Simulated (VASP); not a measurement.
A run of VASP 6.6.1:

Contents of INCAR:

```
  PREC = Accurate
  ENCUT = 520
  EDIFF = 1E-6
  ISMEAR = 0
  SIGMA = 0.05
  LREAL = F
  LASPH = T
  NELM = 150
  ALGO = Normal
  ISIF = 2
  LWAVE = F
  LCHARG = T
  MAGMOM = 0 0 0 0 0 0
  LORBIT = 11
  LSORBIT = T
  GGA_COMPAT = F
  LORBMOM = T
  LVHAR = T
  NBANDS = 28
```

File KPOINTS:

```
regular mesh
0
Gamma
  8 8 8
```

File POSCAR:

```
TlB
1.0
   -2.1374878100      2.1374878100      2.3428653300
    2.1374878100     -2.1374878100      2.3428653300
    2.1374878100      2.1374878100     -2.3428653300
Tl B
1 1
Direct
    0.5000000000      0.5000000000      0.0000000000
    0.0000000000      0.0000000000      0.0000000000
```

Potentials or basis: VASP PAW LDA potentials, release 64 (Tl_d, B).

Command:

```console
$ cat potpaw_LDA.64/Tl_d/POTCAR potpaw_LDA.64/B/POTCAR > POTCAR
$ mpirun -np 1 vasp_ncl > vasp.out
```

Hardware: 1 thread of Intel Xeon 8259CL, on a shared host.

Q: Estimate the wall time of this run.

A: It took 2.5 min on 1 thread of Intel Xeon 8259CL, with other jobs on the host, peak memory 0.27 GiB. Counts: scf iterations 12, k points 59.
